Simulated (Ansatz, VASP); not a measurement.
## Zr3Si2: VASP beside Ansatz

```
Zr Si
1.0
     7.27755    0.00000    0.00000
     0.00000    7.06558    0.00000
     0.00000    0.00000    3.64449
Zr Si
6 4
Direct
  0.17448 0.67448 0.50000
  0.82552 0.32552 0.50000
  0.32552 0.17448 0.50000
  0.67448 0.82552 0.50000
  0.00000 0.00000 0.00000
  0.50000 0.50000 0.00000
  0.62239 0.12239 0.00000
  0.37761 0.87761 0.00000
  0.87761 0.62239 0.00000
  0.12239 0.37761 0.00000
```

Change from the starting cell: strain +0.0300 x Voigt [1, 0, 0, 0, 0, 0], atoms carried along.

Alike in both runs: task single point; functional PBEsol; k mesh 6 × 6 × 12; occupations gaussian, width 0.15 eV; no spin polarisation.

```csv
,VASP,Ansatz
version,VASP 6.6.1,Ansatz 0.2.0
potentials or method,"VASP PAW PBE potentials, release 64 (Zr_sv, Si), cutoff 520 eV","scalar-relativistic, plane waves, PAW"
valence electrons in the cell,88,88
```

|  | VASP | Ansatz | Ansatz less VASP |
| --- | --- | --- | --- |
| gap on the k mesh at the Fermi level (eV) | none | none | - |
| pressure (GPa) | -3.9 | -4.0 | -0.15 |
| traceless stress, the component that is largest in VASP (GPa) | -4.09 | -4.09 | +0.002 |
| rms of the force components (eV/Å) | 0.044 | 0.044 | +0.0001 |

VASP's potentials were made for PBE, not for PBEsol. Atom by atom the forces differ by 0.002 eV/Å (rms over components). A gap of «none» marks a metal or a gap that the smearing closes. The functional is the same, so the differences come from potentials, cutoffs and numerics.
